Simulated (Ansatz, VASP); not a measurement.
**Two plane-wave programs on PbO2**

File INCAR:

```
ALGO     = Normal         # electronic algorithm
EDIFF    = 1E-7           # SCF threshold, eV
ENCUT    = 520            # plane-wave cutoff, eV
GGA      = PE             # functional
ISIF     = 2              # what is computed and relaxed
ISMEAR   = 0              # smearing method
LASPH    = T              # aspherical terms in the spheres
LCHARG   = F              # write CHGCAR
LREAL    = F              # projectors in reciprocal space
LWAVE    = F              # write WAVECAR
NBANDS   = 35             # bands
NELM     = 80             # most SCF steps
PREC     = Accurate       # precision mode
SIGMA    = 0.1            # smearing width, eV
```

Contents of KPOINTS:

```
k-points
0
Gamma
  6 6 6
```

The input POSCAR:

```
PbO2
1.0
   -2.7320978488      2.7320978488      4.0069889680
    2.7320978488     -2.7320978488      4.0069889680
    2.7320978488      2.7320978488     -4.0069889680
Pb O
2 4
Direct
    0.0000000000      0.0000000000      0.0000000000
    0.7500000000      0.2500000000      0.5000000000
    0.3750000000      0.2174786141      0.3424786141
    0.9674786141      0.6250000000      0.8424786141
    0.7825213859      0.1250000000      0.1575213859
    0.8750000000      0.0325213859      0.6575213859
```

Input for Ansatz:

```yaml
crystal:
  lattice:
    - [-2.7320978488, 2.7320978488, 4.006988968]
    - [2.7320978488, -2.7320978488, 4.006988968]
    - [2.7320978488, 2.7320978488, -4.006988968]
  atoms:
    - { symbol: Pb, position: [0.0, 0.0, 0.0] }
    - { symbol: Pb, position: [0.75, 0.25, 0.5] }
    - { symbol: O, position: [0.375, 0.2174786141, 0.3424786141] }
    - { symbol: O, position: [0.9674786141, 0.625, 0.8424786141] }
    - { symbol: O, position: [0.7825213859, 0.125, 0.1575213859] }
    - { symbol: O, position: [0.875, 0.0325213859, 0.6575213859] }
basis:
  ecutwfc: 420
kpoints:
  mp_grid: { grid: [6, 6, 6] }
hamiltonian:
  xc: pbe
scf:
  occupations: { method: gaussian, width: 0.1 }
output:
  forces: true
  stress: true
  eigenvalues: true
```

Alike in both runs: task single point; functional PBE; k mesh 6 × 6 × 6; occupations gaussian, width 0.1 eV; no spin polarisation.

```csv
,VASP,Ansatz
version,VASP 6.6.1,Ansatz 0.2.0
potentials or method,"VASP PAW PBE potentials, release 64 (Pb_d, O), cutoff 520 eV","scalar-relativistic, plane waves, PAW"
valence electrons in the cell,52,52
```

```csv
,VASP,Ansatz,Ansatz less VASP
gap on the k mesh at the Fermi level (eV),1.82,1.83,+0.002
least direct gap on the mesh (eV),1.82,1.83,+0.002
rms of the force components (eV/Å),2.913,2.980,+0.0666
```

Atom by atom the forces differ by 0.067 eV/Å (rms over components). With one functional, cell and mesh, what is left measures potentials, basis and numerics.

Neither program's run includes spin-orbit coupling.
